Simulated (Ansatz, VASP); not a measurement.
## SnSe2 in VASP and in Ansatz

The input INCAR:

```
ALGO     = Normal         # electronic algorithm
EDIFF    = 1E-6           # SCF threshold, eV
ENCUT    = 500            # plane-wave cutoff, eV
GGA      = PE             # functional
GGA_COMPAT= F            
ISIF     = 2              # what is computed and relaxed
ISMEAR   = 0              # smearing method
IVDW     = 12             # dispersion correction
LASPH    = T              # aspherical terms in the spheres
LCHARG   = F              # write CHGCAR
LREAL    = F              # projectors in reciprocal space
LWAVE    = F              # write WAVECAR
NBANDS   = 20             # bands
NELM     = 120            # most SCF steps
PREC     = Accurate       # precision mode
SIGMA    = 0.03           # smearing width, eV
```

KPOINTS

```
k-points
0
Gamma
  12 12 6
```

File POSCAR:

```
SnSe2
1.0
    3.8925274132      0.0000000000      0.0000000000
   -1.9462637066      3.3710276248      0.0000000000
    0.0000000000      0.0000000000      6.4728838354
Sn Se
1 2
Direct
    0.0000000000      0.0000000000      0.0000000000
    0.3333333333      0.6666666667      0.2651331237
    0.6666666667      0.3333333333      0.7348668763
```

Input for Ansatz:

```yaml
crystal:
  lattice:
    - [3.8925274132, 0.0, 0.0]
    - [-1.9462637066, 3.3710276248, 0.0]
    - [0.0, 0.0, 6.4728838354]
  atoms:
    - { symbol: Sn, position: [0.0, 0.0, 0.0] }
    - { symbol: Se, position: [0.3333333333, 0.6666666667, 0.2651331237] }
    - { symbol: Se, position: [0.6666666667, 0.3333333333, 0.7348668763] }
basis:
  ecutwfc: 420
kpoints:
  mp_grid: { grid: [12, 12, 6] }
hamiltonian:
  xc: pbe
  dispersion: d3bj
scf:
  occupations: { method: gaussian, width: 0.03 }
output:
  forces: true
  stress: true
  eigenvalues: true
```

Alike in both runs: task single point; functional PBE; dispersion D3(BJ); k mesh 12 × 12 × 6; occupations gaussian, width 0.03 eV; no spin polarisation.

|  | VASP | Ansatz |
| --- | --- | --- |
| version | VASP 6.6.1 | Ansatz 0.2.0 |
| potentials or method | VASP PAW PBE potentials, release 64 (Sn_d, Se), cutoff 500 eV | scalar-relativistic, plane waves, PAW |
| valence electrons in the cell | 26 | 46 |

Ansatz gave:

```
gap on the k mesh at the Fermi level (eV)                     : 0.22
least direct gap on the mesh (eV)                             : 0.75
pressure (GPa)                                                : -5.3
traceless stress, the component that is largest in VASP (GPa) : -2.57
rms of the force components (eV/Å)                            : 0.478
```

Problem. Which values does VASP return?

Solution. gap on the k mesh at the Fermi level (eV): 0.22; least direct gap on the mesh (eV): 0.74; pressure (GPa): -5.3; traceless stress, the component that is largest in VASP (GPa): -2.55; rms of the force components (eV/Å): 0.473.

Atom by atom the forces differ by 0.004 eV/Å (rms over components). VASP's potentials hold 26 valence electrons a cell and Ansatz's 46, so a difference there can come from the potentials and not from the codes.
